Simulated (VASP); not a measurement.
Wanted: the native input for a VASP 6.6.1 run.

```yaml
Task: single point
Functional: PBEsol
Potentials_or_basis: VASP PAW PBE potentials, release 64 (Lu)
Cutoff: 520 eV
k_mesh: 5 × 5 × 5
Occupations: fermi-dirac, width 0.1 eV
Spin: no spin polarisation
Dipole_correction: no
Further_INCAR_settings: ALGO = Normal; EDIFF = 1e-07; NBANDS = 32
```

The structure of Lu lies in POSCAR:

```
Lu
1.0
    0.0000000000      3.8561650000      3.8561650000
    3.8561650000      0.0000000000      3.8561650000
    3.8561650000      3.8561650000      0.0000000000
Lu
2
Direct
    0.5000000000      0.5000000000      0.5000000000
    0.7500000000      0.7500000000      0.7500000000
```

This isn't the form of Lu at room conditions, which is hcp.

These files were run (other wordings do the same):

INCAR

```
SYSTEM = Lu
  PREC = Accurate
  ENCUT = 520
  EDIFF = 1E-7
  ISMEAR = -1
  SIGMA = 0.1
  LREAL = .False.
  LASPH = .True.
  NELM = 100
  ALGO = Normal
  ISIF = 2
  LWAVE = .False.
  LCHARG = .True.
  GGA = PS
  LELF = .True.
  LVHAR = .True.
  NBANDS = 32
```

KPOINTS

```
Automatic mesh
0
Gamma
  5 5 5
  0 0 0
```

Potentials or basis: VASP PAW PBE potentials, release 64 (Lu).

Run with:

```bash
$ cat potpaw_PBE.64/Lu/POTCAR > POTCAR
$ mpirun -np 1 vasp_std > vasp.out
```

It gave:

The pressure is -2.1 GPa and the band gap on the k mesh is zero (bands 25 and 26 overlap by 0.73 eV).

Caveat: the PAW data sets were made with another functional, which shifts forces and pressure a little; spin-orbit coupling is left out, which moves the levels of the heavy elements.

Run time: 33 s on 1 thread of AMD EPYC 9R45 96-Core Processor (Zen 5), with other jobs on the host, peak memory 0.22 GiB.
